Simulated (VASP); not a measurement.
## VMo3S8: single point with PBE

VMo3S8:

```
V Mo S
1.0
     3.19011    0.00000    0.00000
    -1.59506    2.76272    0.00000
     0.00000    0.00000   27.25415
V Mo S
1 3 8
Direct
  0.00000 0.00000 0.00000
  0.00000 0.00000 0.24894
  0.00000 0.00000 0.50000
  0.00000 0.00000 0.75106
  0.66667 0.33333 0.19080
  0.66667 0.33333 0.44182
  0.66667 0.33333 0.69287
  0.66667 0.33333 0.94627
  0.33333 0.66667 0.05373
  0.33333 0.66667 0.30713
  0.33333 0.66667 0.55818
  0.33333 0.66667 0.80920
```

| Quantity | Value |
| --- | --- |
| Program | VASP 6.6.1 |
| Task | single point |
| Functional | PBE |
| Potentials or basis | VASP PAW PBE potentials, release 64 (V_sv, Mo_sv, S) |
| Cutoff | 520 eV |
| k mesh | 12 × 12 × 2 |
| Occupations | gaussian, width 0.1 eV |
| Spin | no spin polarisation |
| Dipole correction | no |
| Further INCAR settings | ALGO = Normal; EDIFF = 1e-06; NBANDS = 64 |

| Property | Result |
| --- | --- |
| Pressure | -0.1 GPa |
| Largest force | 0.007 eV/Å |
| Band gap on the k mesh | zero (an odd number of electrons rules out a gap without spin polarisation) |

Forces in eV/Å, atoms in the order of the input:
```
V    0.000  0.000  0.000
Mo   0.000  0.000  0.000
Mo   0.000  0.000  0.000
Mo   0.000  0.000  0.000
S    0.000  0.000  0.007
S    0.000  0.000  0.007
S    0.000  0.000  0.007
S    0.000  0.000 -0.001
S    0.000  0.000  0.001
S    0.000  0.000 -0.007
S    0.000  0.000 -0.007
S    0.000  0.000 -0.007
```

Levels at points of the mesh, in eV from the Fermi level:
| k point | band 49 | band 50 | band 51 | band 52 | band 53 | band 54 | band 55 | band 56 |
| --- | --- | --- | --- | --- | --- | --- | --- | --- |
| (0.00, 0.00, 0.00) | -0.63 | -0.23 | -0.23 | -0.22 | -0.22 | -0.21 | -0.21 | -0.13 |
| (0.50, 0.00, 0.00) | -1.58 | -1.57 | -1.26 | -0.75 | 0.94 | 1.08 | 1.08 | 1.08 |
| (0.00, 0.00, 0.50) | -0.59 | -0.23 | -0.23 | -0.22 | -0.22 | -0.21 | -0.21 | -0.13 |
| (0.50, 0.00, 0.50) | -1.58 | -1.57 | -1.26 | -0.75 | 0.94 | 1.08 | 1.08 | 1.08 |

Wall time 12 min on 1 thread of AMD EPYC 9R45 96-Core Processor (Zen 5), with other jobs on the host, peak memory 0.61 GiB.

Caveat: this functional lacks dispersion, which binds layers or chains, so the pressure and a relaxed spacing across them are unreliable; the run has no spin polarisation, though such a crystal can be magnetic. With open d or f shells a metallic result of PBE can be an artefact of self-interaction; +U or a hybrid may open a gap.
